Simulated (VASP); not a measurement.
Here is a VASP 6.6.1 calculation.

Contents of INCAR:

```
ALGO = Normal
EDIFF = 1E-6
ENCUT = 520
GGA = PE
ISIF = 2
ISMEAR = 0
IVDW = 12
LASPH = T
LCHARG = F
LREAL = Auto
LWAVE = F
NBANDS = 56
NELM = 100
PREC = Accurate
SIGMA = 0.05
```

KPOINTS

```
k-points
0
Gamma
  2 2 1
```

File POSCAR:

```
HC18F
1.0
    7.3980000000      0.0000000000      0.0000000000
   -3.6990000000      6.4068560000      0.0000000000
    0.0000000000      0.0000000000     12.0000000000
C F H
18 1 1
Direct
   -0.0094635820     -0.0089806919      0.0811193333
    0.2154547248      0.1039264813      0.0810608333
   -0.0105278334      0.3239924543      0.0744667500
    0.2129067754      0.4380752431      0.0881681667
   -0.0052509435      0.6562326358      0.1001170833
    0.2196325522      0.7719385296      0.0742993333
    0.3263125996     -0.0067465228      0.0740020000
    0.5480892489      0.1028927449      0.0711330833
    0.3254090179      0.3255731048      0.0847783333
    0.5470555875      0.4355275037      0.0810607500
    0.3269895347      0.6615094830      0.0744654167
    0.5494878903      0.7706678596      0.0734044167
    0.6591039472     -0.0081219244      0.0712119167
    0.8803138183      0.1014940870      0.0734053333
    0.6577283697      0.3246692293      0.0740025833
    0.8790428693      0.4313493233      0.0743007500
    0.6599627982      0.6604454665      0.0811188333
    0.8800333754      0.7709483403      0.0877525000
    0.1584832696      0.4925091184      0.2574061667
    0.0238925022      0.6270940068      0.1932818333
```

Potentials or basis: VASP PAW PBE potentials, release 64 (C, F, H).

The run is started by

```console
$ cat potpaw_PBE.64/C/POTCAR potpaw_PBE.64/F/POTCAR potpaw_PBE.64/H/POTCAR > POTCAR
$ mpirun -np 1 vasp_std > vasp.out
```

Q: Predict the dispersion energy per atom.

A: -0.086 eV.

Q: Estimate the largest force.

A: 0.022 eV/Å.

Q: Predict the band gap on the k mesh.

A: 0.16 eV.

Forces on the atoms (eV/Å):
```
C    0.000  0.007  0.004
C   -0.009 -0.002  0.004
C    0.001 -0.006 -0.007
C   -0.003  0.003  0.005
C   -0.015  0.002 -0.007
C   -0.007 -0.005 -0.006
C   -0.002 -0.002 -0.002
C    0.010  0.001  0.000
C   -0.006 -0.001 -0.005
C    0.002  0.004  0.002
C    0.003 -0.003 -0.005
C    0.004  0.000 -0.002
C    0.006  0.004  0.001
C   -0.004  0.002 -0.002
C    0.004  0.000 -0.002
C   -0.006  0.005 -0.008
C    0.002 -0.004  0.006
C    0.013 -0.003  0.000
F    0.003  0.000  0.004
H    0.005 -0.002  0.021
```

Caveat: the k points lie up to 0.49 Å⁻¹ apart; there is no dipole correction, which matters where the two faces differ.
